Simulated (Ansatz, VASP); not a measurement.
One calculation of CdF2, two programs

```xyz
3
Lattice="0.0000 2.6826 2.6826 2.6826 0.0000 2.6826 2.6826 2.6826 0.0000" Properties=species:S:1:pos:R:3 pbc="T T T"
Cd    0.0000    0.0000    0.0000
F     1.3413    1.3413    1.3413
F     4.0239    4.0239    4.0239
```

Alike in both runs: task single point; functional r2SCAN; k mesh 6 × 6 × 6; no spin polarisation.

|  | VASP | Ansatz |
| --- | --- | --- |
| version | VASP 6.6.1 | Ansatz 0.2.0 |
| potentials or method | VASP PAW PBE potentials, release 64 (Cd_sv_GW, F) | plane waves, PAW |
| plane-wave cutoff (eV) | 770 | 500 |
| occupations | gaussian, width 0.01 eV | fixed |
| valence electrons in the cell | 34 | 34 |

```tsv
	VASP	Ansatz	Ansatz less VASP
gap on the k mesh at the Fermi level (eV)	3.86	3.86	+0.006
pressure (GPa)	1.1	1.5	+0.43
```

VASP's potentials were made for PBE, not for r2SCAN.
